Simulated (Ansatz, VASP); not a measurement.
**Two plane-wave programs on BN**

```xyz
4
Lattice="2.5539 0.0000 0.0000 -1.2770 2.2118 0.0000 0.0000 0.0000 4.2269" Properties=species:S:1:pos:R:3 pbc="T T T"
N     0.0000    1.4745    0.5295
N     1.2770    0.7373    2.6430
B     0.0000    1.4745    2.1123
B     1.2770    0.7373    4.2257
```

Alike in both runs: task relaxation of cell and atoms; functional PBEsol; dispersion D4; k mesh 12 × 12 × 6; occupations fermi-dirac, width 0.05 eV; no spin polarisation.

```csv
,VASP,Ansatz
version,VASP 6.6.1,Ansatz 0.2.0
potentials or method,"VASP PAW PBE potentials, release 64 (N, B)",Ansatz PAW
plane-wave cutoff (eV),600,420
valence electrons in the cell,16,16
```

Ansatz gave:

* gap on the k mesh at the Fermi level, each at its own relaxed structure (eV): 4.95
* relaxed volume (Å³/atom): 5.83
* relaxed cell length with the largest relative difference (Å): 2.534

Task: Which values does VASP return?

Result: gap on the k mesh at the Fermi level, each at its own relaxed structure (eV): 4.93; relaxed volume (Å³/atom): 5.83; relaxed cell length with the largest relative difference (Å): 2.535.

VASP's potentials were made for PBE, not for PBEsol.

Noted on Ansatz's run: Pulay correction over one GPa; the plane-wave basis is chosen anew once the cell has moved, so the energies of steps on either side of that aren't comparable.
